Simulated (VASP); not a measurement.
Input of a VASP 6.6.1 run:

File INCAR:

```
SYSTEM = Au
  PREC = Accurate
  ENCUT = 520
  EDIFF = 1E-7
  ISMEAR = -1
  SIGMA = 0.1
  LREAL = .FALSE.
  LASPH = .TRUE.
  NELM = 80
  ALGO = Normal
  ISIF = 2
  LWAVE = .FALSE.
  LCHARG = .FALSE.
  GGA = RP
  NBANDS = 24
```

File KPOINTS:

```
Automatic mesh
0
G
  9 9 12
  0 0 0
```

File POSCAR:

```
Au
1.0
    4.9710847407      0.0000000000      0.0000000000
   -2.4855423704      4.3050856698      0.0000000000
    0.0000000000      0.0000000000      2.9709649293
Au
3
Direct
    1.0000000000      1.0000000000      0.0000000000
    0.3333333333      0.6666666667      0.5000000000
    0.6666666667      0.3333333333      0.5000000000
```

Potentials or basis: VASP PAW PBE potentials, release 64 (Au).

Run with:

```console
$ cat potpaw_PBE.64/Au/POTCAR > POTCAR
$ mpirun -np 1 vasp_std > vasp.out
```

Task: What does it give for the pressure?

Result: -9.3 GPa.

Task: Predict the band gap on the k mesh.

Result: Zero (an odd number of electrons rules out a gap without spin polarisation).

Stress tensor (GPa, compression positive):
```
 -8.85   0.00   0.00
  0.00  -8.85   0.00
  0.00   0.00 -10.13
```

Caveat: the cell stands under tension; the PAW data sets were made with another functional, which shifts forces and pressure a little; spin-orbit coupling is left out, which moves the levels of the heavy elements.
